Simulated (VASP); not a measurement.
Wanted: the native input for a VASP 6.6.1 run.

- Task: single point
- Functional: PBE
- Potentials or basis: VASP PAW PBE potentials, release 64 (Ru_pv, F)
- Cutoff: 520 eV
- k mesh: 12 × 12 × 18
- Occupations: gaussian, width 0.1 eV
- Spin: no spin polarisation
- Dipole correction: no
- Further INCAR settings: ALGO = Normal; EDIFF = 1e-06; NBANDS = 24

The structure of Ru2F lies in POSCAR:

```
Ru2F
1.0
    4.2289874599      0.0000000000      0.0000000000
   -2.1144937299      3.6624105725      0.0000000000
    0.0000000000      0.0000000000      2.5776120233
Ru F
2 1
Direct
    0.3333333333      0.6666666667      0.5000000000
    0.6666666667      0.3333333333      0.5000000000
    0.0000000000      0.0000000000      0.0000000000
```

The cell was generated, and may not be a known phase.

These files were run (other wordings do the same):

INCAR

```
  PREC = Accurate
  ENCUT = 520
  EDIFF = 1E-6
  ISMEAR = 0
  SIGMA = 0.1
  LREAL = F
  LASPH = T
  NELM = 80
  ALGO = Normal
  ISIF = 2
  LWAVE = F
  LCHARG = T
  GGA = PE
  LELF = T
  LVHAR = T
  NBANDS = 24
```

KPOINTS

```
regular mesh
0
Gamma
  12 12 18
```

Potentials or basis: VASP PAW PBE potentials, release 64 (Ru_pv, F).

Launch:

```sh
$ cat potpaw_PBE.64/Ru_pv/POTCAR potpaw_PBE.64/F/POTCAR > POTCAR
$ mpirun -np 1 vasp_std > vasp.out
```

It gave:

- Pressure: 0.0 GPa
- Band gap on the k mesh: zero (an odd number of electrons rules out a gap without spin polarisation)

Wall time 2.5 min on 1 thread of Intel Xeon 8259CL (shared host), peak memory 0.24 GiB.
